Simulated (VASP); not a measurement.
Runs of VASP 6.6.1 on SnTe. The structure is that of space group Pm-3m (No. 221), or close to it. The cells are those of the table. 

```tsv
level	potentials or basis	cell	k mesh	gap on the mesh (eV)	pressure (GPa)
PBEsol	VASP PAW PBE potentials, release 64 (Sn_d, Te)	a = 4.035 Å, 2 atoms	12 × 12 × 12	none	-5.9
PBE	VASP PAW PBE potentials, release 64 (Sn_d, Te)	a = 3.879, b = 3.881, c = 3.884 Å, angles 90.1, 89.4, 90.3°, 2 atoms	10 × 10 × 10	none	0.4
LDA	VASP PAW LDA potentials, release 64 (Sn_d, Te)	a = 3.902 Å, 2 atoms	12 × 12 × 12	none	-4.1
PBE	VASP PAW PBE potentials, release 64 (Sn_d, Te)	a = 3.998 Å, 2 atoms	12 × 12 × 12	none	(a)
```

Alike in all rows: task single point; no spin polarisation; cutoff (eV) 520; smearing gaussian 0.1 eV.

Problem. Fill in the values left out.

Solution. (a) -2.9.

Caveats: spin-orbit coupling is left out, which moves the levels of the heavy elements; the PAW data sets were made with another functional, which shifts forces and pressure a little (some runs).

A k mesh can miss the band edges, and the runs leave out spin-orbit coupling on Sn, Te.

A gap of «none» marks levels without a gap at the run's occupations.
